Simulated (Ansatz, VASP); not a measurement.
## H4C in VASP and in Ansatz

```
C H
1.0
     7.23043    0.00000    0.00000
     0.00000    7.23043    0.00000
     0.00000    0.00000    7.23043
C H
6 24
Direct
  0.31589 0.23650 0.98970
  0.42090 0.56306 0.38015
  0.53069 0.05820 0.50824
  0.85343 0.70579 0.68353
  0.94334 0.85288 0.18032
  0.02071 0.26492 0.55111
  0.18278 0.19388 0.04609
  0.31742 0.21520 0.84010
  0.42620 0.15471 0.05363
  0.33801 0.38283 0.01914
  0.38464 0.42766 0.32667
  0.36058 0.66930 0.29197
  0.57096 0.57658 0.38233
  0.36690 0.57688 0.52019
  0.59324 0.17165 0.58609
  0.46458 0.96185 0.60312
  0.63751 0.98665 0.42994
  0.42717 0.11346 0.41375
  0.72292 0.77361 0.71437
  0.96442 0.80752 0.68585
  0.84599 0.64410 0.54714
  0.88051 0.59829 0.78460
  0.02196 0.88694 0.30430
  0.83129 0.75903 0.21670
  0.03371 0.78676 0.07980
  0.88536 0.97845 0.12128
  0.92998 0.26344 0.67105
  0.95617 0.34335 0.43963
  0.04678 0.12370 0.50503
  0.15100 0.33056 0.58845
```

Alike in both runs: functional r2SCAN; dispersion D3(BJ); k mesh 1 × 1 × 1; occupations fermi-dirac, width 0.02 eV; no spin polarisation.

Ansatz relaxed the structure, and its values are those at the end. VASP's run is a single point on that final structure, the one shown.

|  | VASP | Ansatz |
| --- | --- | --- |
| version | VASP 6.6.1 | Ansatz 0.2.0 |
| potentials or method | VASP PAW PBE potentials, release 64 (C_h, H_h), cutoff 1060 eV | scalar-relativistic, plane waves, PAW |
| valence electrons in the cell | 48 | 48 |

```tsv
	VASP	Ansatz	Ansatz less VASP
rms of the force components (eV/Å)	0.059	0.062	+0.0027
```

VASP's potentials were made for PBE, not for r2SCAN. Ansatz's warnings: dispersion damping borrowed.
